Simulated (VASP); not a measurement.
A run of VASP 6.6.1:

INCAR

```
SYSTEM = C
PREC = Accurate
ENCUT = 520
EDIFF = 1E-6
ISMEAR = -1
SIGMA = 0.05
LREAL = .False.
LASPH = .True.
NELM = 100
ALGO = Normal
ISIF = 2
LWAVE = .False.
LCHARG = .True.
GGA = PE
LELF = .True.
LVHAR = .True.
NBANDS = 26
```

Contents of KPOINTS:

```
Automatic mesh
0
Gamma
  12 12 4
  0 0 0
```

POSCAR

```
C
1.0
    2.4880133891      0.0000000000      0.0000000000
   -1.2440066945      2.1546827999      0.0000000000
    0.0000000000      0.0000000000      8.1257741910
C
8
Direct
    0.6666666667      0.3333333333      0.8437500000
    0.3333333333      0.6666666667      0.3437500000
    0.6666666667      0.3333333333      0.6562500000
    0.3333333333      0.6666666667      0.1562500000
    0.0000000000      0.0000000000      0.9062500000
    0.0000000000      0.0000000000      0.4062500000
    0.0000000000      0.0000000000      0.5937500000
    0.0000000000      0.0000000000      0.0937500000
```

Potentials or basis: VASP PAW PBE potentials, release 64 (C).

The run is started by

```bash
$ cat potpaw_PBE.64/C/POTCAR > POTCAR
$ mpirun -np 1 vasp_std > vasp.out
```

Hardware: 1 thread of Intel(R) Xeon(R) Platinum 8488C (Sapphire Rapids) (shared host).

Problem. Estimate the wall time of this run.

Solution. Wall time 43 s on 1 thread of Intel(R) Xeon(R) Platinum 8488C (Sapphire Rapids), with other jobs on the host, peak memory 0.18 GiB. Counts: scf iterations 11, k points 57.
